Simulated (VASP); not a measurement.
A run of VASP 6.6.1 is set up as follows.

INCAR

```
PREC = Accurate ; ENCUT = 520
EDIFF = 1E-6 ; ISMEAR = 0
SIGMA = 0.15 ; LREAL = False
LASPH = True ; NELM = 100
ALGO = Fast ; ISIF = 2
LWAVE = False ; LCHARG = True
GGA = PE ; LELF = True
LVHAR = True ; NBANDS = 13
```

Contents of KPOINTS:

```
regular mesh
0
Gamma
  22 22 22
```

Contents of POSCAR:

```
Ru
1.0
    0.0000000000      2.0939960983      1.6609577052
    2.0939960983      0.0000000000      1.6609577052
    2.0939960983      2.0939960983      0.0000000000
Ru
1
Direct
    0.0000000000      0.0000000000      0.0000000000
```

Potentials or basis: VASP PAW PBE potentials, release 64 (Ru_pv).

Launch:

```sh
$ cat potpaw_PBE.64/Ru_pv/POTCAR > POTCAR
$ mpirun -np 1 vasp_std > vasp.out
```

Task: Estimate the band gap on the k mesh.

Result: Zero (band 7 reaches 13.53 eV, above the bottom of band 8 at 10.04 eV).

Task: Predict the pressure.

Result: -8.5 GPa.

Stress tensor (GPa, compression positive):
```
-20.88   0.00   0.00
  0.00 -20.88   0.00
  0.00   0.00  16.26
```
